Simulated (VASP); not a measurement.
# Ti in VASP: single point with PBE

Aim: the single point of Ti with PBE.

All numbers are computed with VASP 6.6.1; they aren't measurements. Logs are shortened: lines on timing, memory, paths and dates and some standing lists are left out, and cuts for length are marked.

## (1) The cell of the first run

The cell holds a slab with vacuum, 9 atoms: a = 4.579 Å, b = 5.384 Å, c = 19.378 Å, α = 90.00°, β = 90.00°, γ = 115.17°.

## (2) Single point, PBE

Input file INCAR:

```
SYSTEM = Ti
ALGO = Normal
DIPOL = 0.5 0.5 0.498
EDIFF = 1E-6
ENCUT = 520
GGA = PE
IDIPOL = 3
ISIF = 2
ISMEAR = 0
ISYM = 0
LASPH = .True.
LCHARG = .False.
LDIPOL = .True.
LREAL = .False.
LWAVE = .False.
NBANDS = 64
NELM = 100
PREC = Accurate
SIGMA = 0.1
```

Input file KPOINTS:

```
k-points
0
Gamma
  7 6 1
  0 0 0
```

Input file POSCAR:

```
Ti
1.0
    4.5793473381      0.0000000000      0.0000000000
   -2.2896736690      4.8731803173      0.0000000000
    0.0000000000      0.0000000000     19.3775888797
Ti
9
Direct
    0.5259511637      0.0519023274      0.3612420536
    0.8311413964      0.6622827928      0.3810646173
    0.1363316291      0.2726632583      0.4008871811
    0.3570925601      0.7141851202      0.4801774362
    0.6640848043      0.3281368308      0.4976287881
    0.9697449181      0.9393324572      0.5174571266
    0.1905287662      0.3816414177      0.5965487154
    0.5011079475      1.0025593260      0.6115274374
    0.8026484393      0.6055378327      0.6347953294
```

Potentials or basis: VASP PAW PBE potentials, release 64 (Ti_sv).

The run is started by

```console
cat potpaw_PBE.64/Ti_sv/POTCAR > POTCAR
mpirun -np 1 vasp_std > vasp.out
```

OUTCAR:

```text
SYSTEM = Ti
   EDIFF = 1E-6
   ENCUT = 520
   GGA = PE
   ISIF = 2
   ISMEAR = 0
   ISYM = 0
   LASPH = .True.
   LREAL = .False.
   NELM = 100
   PREC = Accurate

 ion  position               nearest neighbor table
   1  0.526  0.052  0.361-   3 2.64   3 2.64   4 2.83
   2  0.831  0.662  0.381-   5 2.78
   3  0.136  0.273  0.401-   1 2.64   1 2.64   4 2.64   6 2.78
   4  0.357  0.714  0.480-   6 2.64   6 2.64   3 2.64   7 2.78   1 2.83   8 2.91
   5  0.664  0.328  0.498-   8 2.72   2 2.78
   6  0.970  0.939  0.517-   4 2.64   4 2.64   7 2.64   3 2.78   9 2.80
   7  0.191  0.382  0.597-   9 2.64   9 2.64   6 2.64   4 2.78
   8  0.501  0.003  0.612-   5 2.72   4 2.91
   9  0.803  0.606  0.635-   7 2.64   7 2.64   6 2.80

IMPORTANT INFORMATION: All symmetrisations will be switched off!
NOSYMM: (Re-)initialisation of all symmetry stuff for point group C_1.

----------------------------------------------------------------------------------------

                                     Primitive cell

  volume of cell :     432.4300

  direct lattice vectors                    reciprocal lattice vectors
     4.579347338  0.000000000  0.000000000     0.218371730  0.102602401  0.000000000
    -2.289673669  4.873180317  0.000000000     0.000000000  0.205204802  0.000000000
     0.000000000  0.000000000 19.377588880     0.000000000  0.000000000  0.051606008

  length of vectors
     4.579347338  5.384281931 19.377588880     0.241274667  0.205204802  0.051606008

  position of ions in fractional coordinates (direct lattice)
     0.525951164  0.051902327  0.361242054
     0.831141396  0.662282793  0.381064617
     0.136331629  0.272663258  0.400887181
     0.357092560  0.714185120  0.480177436
     0.664084804  0.328136831  0.497628788
     0.969744918  0.939332457  0.517457127
     0.190528766  0.381641418  0.596548715
     0.501107948  0.002559326  0.611527437
     0.802648439  0.605537833  0.634795329

  ion indices of the primitive-cell ions
   primitive index   ion index
                 1           1
                 2           2
                 3           3
                 4           4
                 5           5
                 6           6
                 7           7
                 8           8
                 9           9

----------------------------------------------------------------------------------------

[... 100 lines left out ...]
   NUPDOWN=      -1.0000    fix difference up-down
   EMIN   =  10.00;   EMAX   =-10.00  energy-range for DOS
   EFERMI =   0.00;   METHOD = LEGACY
   ISMEAR =     0;   SIGMA  =   0.10  broadening in eV -4-tet -1-fermi 0-gaus
   EFERMI_NEDOS =   21; number of points for ismear=-14 and -15
   IALGO  =     38    algorithm
   IMIX   =      4    mixing-type and parameters
     AMIX     =   0.40;   BMIX     =  1.00
     AMIX_MAG =   1.60;   BMIX_MAG =  1.00
  volume/ion in A,a.u.               =      48.05       324.24
  Fermi-wavevector in a.u.,A,eV,Ry     =   1.030966  1.948242 14.461496  1.062890
  Thomas-Fermi vector in A             =   2.165090
   LORBIT       =      0    0 simple, 1 ext, 2 COOP (PROOUT), +10 PAW based schemes
   GGA     = PE    functional components
   LHFCALC =     F    Hartree Fock is set to
   AEXX    =    0.0000 exact exchange contribution
   IVDW    =     0    specifies the selected vdW correction
   LEPSILON=     F    determine dielectric tensor
   LRPA    =     F    only Hartree local field effects (RPA)
 non-spin polarized calculation
 Gauss-broadening in eV      SIGMA  =   0.10
  energy-cutoff  :      520.00
  volume of cell :      432.43
 maximum number of plane-waves:     11682
 NGX is ok and might be reduce to    36
   NGX = 17   NGY = 19   NGZ = 73

 dipolmoment           0.000000      0.000000      0.000290 electrons x Angstroem

 number of electron     108.0000006 magnetization

 dipolmoment           0.000000      0.000000     -0.000697 electrons x Angstroem

 Free energy of the ion-electron system (eV)
  ---------------------------------------------------
  ext. energy  EPLUGINS =         0.00000000
  ---------------------------------------------------
  free energy    TOTEN  =       -64.99702610 eV

  energy without entropy =      -64.90725345  energy(sigma->0) =      -64.95213978

 E-fermi :   0.5571     XC(G=0):  -5.2168

 val. band max:        0.5554881229   @ k =   0.1429  -0.0000   0.0000
 cond. band min:       0.5606843712   @ k =   0.4286   0.3333   0.0000
 fundamental gap:      0.0051962483
 Fermi energy:         0.5570812301

 k-point     1 :       0.0000    0.0000    0.0000
  band No.  band energies     occupation
      1     -56.4018      2.00000
      2     -56.3554      2.00000
      3     -56.3199      2.00000
      4     -56.2934      2.00000
      5     -56.1388      2.00000
      6     -56.0539      2.00000
[... 1463 lines left out ...]
     63       1.4872      0.00000
     64       1.5476      0.00000

------------------------ aborting loop because EDIFF is reached ----------------------------------------

 vacuum level on the upper side and lower side of the slab       (xc-potential included)        -0.194        -0.197

  FORCE on cell =-STRESS in cart. coord.  units (eV):
  Direction    XX          YY          ZZ          XY          YZ          ZX
  --------------------------------------------------------------------------------------
  -------------------------------------------------------------------------------------
  Total       -6.3029858     -5.8217824     -0.8481693     -0.0010517      0.3381858     -0.0024417
  in kB      -23.3529154    -21.5700298     -3.1425146     -0.0038968      1.2529974     -0.0090467
  external PRESSURE =     -16.0218199 kB  Pullay stress =       0.0000000 kB

 VOLUME and BASIS-vectors are now :
 -----------------------------------------------------------------------------
  energy-cutoff  :      520.00
  volume of cell :      432.43
      direct lattice vectors                 reciprocal lattice vectors
     4.579347338  0.000000000  0.000000000     0.218371730  0.102602401  0.000000000
    -2.289673669  4.873180317  0.000000000     0.000000000  0.205204802  0.000000000
     0.000000000  0.000000000 19.377588880     0.000000000  0.000000000  0.051606008

 POSITION                                       TOTAL-FORCE (eV/Angst)
 -----------------------------------------------------------------------------------
      2.28967      0.25293      7.00000        -0.003344      0.011386      0.046300
      2.28967      3.22742      7.38411         0.000595     -0.256305      0.461438
     -0.00000      1.32874      7.76823         0.005206      0.087585     -0.185976
      0.00000      3.48035      9.30468        -0.002772      0.145026     -0.284553
      2.28975      1.59907      9.64285         0.000150      0.006634     -0.007215
      2.29003      4.57754     10.02707         0.000951      0.009051      0.000863
     -0.00134      1.85981     11.55968        -0.001501     -0.009567     -0.007233
      2.28889      0.01247     11.84993        -0.000309     -0.000338     -0.011321
      2.28912      2.95090     12.30080         0.001024      0.006529     -0.012303
 -----------------------------------------------------------------------------------
    total drift:                                0.000158      0.000236     -0.000151

  FREE ENERGIE OF THE ION-ELECTRON SYSTEM (eV)
  ---------------------------------------------------
  free  energy   TOTEN  =       -64.9970261032 eV

  energy  without entropy=      -64.9072534499  energy(sigma->0) =      -64.95213978

 vacuum level on the upper side and lower side of the slab         4.372         4.371
```

OSZICAR:

```text
N       E                     dE             d eps       ncg     rms          rms(c)
DAV:   1     0.135773339649E+04    0.13577E+04   -0.58995E+04  3296   0.170E+03
DAV:   2     0.121314760473E+03   -0.12364E+04   -0.12166E+04  2880   0.547E+02
DAV:   3    -0.397488479917E+02   -0.16106E+03   -0.15707E+03  4880   0.172E+02
[... 29 lines left out ...]
DAV:  33    -0.649970094532E+02   -0.29166E-04   -0.99288E-06  2968   0.190E-02    0.609E-03
DAV:  34    -0.649970220146E+02   -0.12561E-04   -0.15877E-06  2104   0.768E-03    0.254E-03
DAV:  35    -0.649970244754E+02   -0.24608E-05   -0.58074E-07  1928   0.509E-03    0.110E-03
DAV:  36    -0.649970257349E+02   -0.12595E-05   -0.37105E-07  1920   0.345E-03    0.590E-04
DAV:  37    -0.649970261032E+02   -0.36839E-06   -0.22009E-07  1888   0.242E-03
   1 F= -.64997026E+02 E0= -.64952140E+02  d E =-.897727E-01
```

Run time: 31 min. Hardware: 1 thread of Intel Xeon Platinum 8375C at 2.90GHz (Ice Lake), shared host; peak memory 0.69 GiB.

What came out:

- Free energy: -64.9970 eV
- Largest force: 0.528 eV/Å
- Band gap on the k mesh: zero (band 54 reaches 0.59 eV, above the bottom of band 55 at 0.54 eV)

Forces on the atoms (eV/Å):
```
Ti  -0.003  0.011  0.046
Ti   0.001 -0.256  0.461
Ti   0.005  0.088 -0.186
Ti  -0.003  0.145 -0.285
Ti   0.000  0.007 -0.007
Ti   0.001  0.009  0.001
Ti  -0.002 -0.010 -0.007
Ti   0.000  0.000 -0.011
Ti   0.001  0.007 -0.012
```
